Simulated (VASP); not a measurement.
## ZnS: single point with PBE

Crystal: ZnS.

```
Zn S
1.0
     0.03402    2.72156    2.72156
     2.75558    0.00000    2.75558
     2.72156    2.72156    0.03402
Zn S
1 1
Direct
  0.00000 0.00000 0.00000
  0.75000 0.75000 0.75000
```

This cell differs from its parent crystal: strain +0.0250 x Voigt [0, 0, 0, 0, 1, 0].

```json
{
  "Program": "VASP 6.6.1",
  "Task": "single point",
  "Functional": "PBE",
  "Potentials or basis": "VASP PAW PBE potentials, release 64 (Zn, S)",
  "Cutoff": "520 eV",
  "k mesh": "8 × 8 × 8",
  "Occupations": "gaussian, width 0.05 eV",
  "Spin": "no spin polarisation",
  "Dipole correction": "no",
  "Further INCAR settings": "ALGO = Normal; EDIFF = 1e-06; NBANDS = 16"
}
```

| Property | Result |
| --- | --- |
| Pressure | 0.2 GPa |
| Largest force | 0.125 eV/Å |
| Band gap on the k mesh | 1.97 eV |

Forces on the atoms (eV/Å):
```
Zn   0.000 -0.125  0.000
S    0.000  0.125  0.000
```

Stress tensor (GPa, compression positive):
```
 0.23  0.00 -1.61
 0.00  0.21  0.00
-1.61  0.00  0.23
```

Levels at points of the mesh, in eV from the valence-band top:
| k point | band 7 | band 8 | band 9 | band 10 | band 11 | band 12 |
| --- | --- | --- | --- | --- | --- | --- |
| (0.00, 0.00, 0.00) | -0.09 | -0.05 | 0.00 | 1.97 | 6.20 | 6.37 |
| (0.50, 0.00, 0.00) | -5.20 | -0.93 | -0.92 | 3.15 | 6.76 | 6.93 |
| (0.00, 0.50, 0.00) | -5.19 | -0.84 | -0.82 | 3.30 | 6.86 | 7.04 |
| (0.50, 0.50, 0.00) | -4.52 | -2.19 | -2.18 | 3.41 | 4.03 | 10.73 |
| (0.50, 0.00, 0.50) | -4.52 | -2.30 | -2.07 | 3.37 | 4.07 | 10.78 |

Run time: 85 s on 1 thread of Intel Xeon 8259CL, on a shared host, peak memory 0.21 GiB.

Caveat: the cell differs from its parent crystal (strain +0.0250 x Voigt [0, 0, 0, 0, 1, 0]).
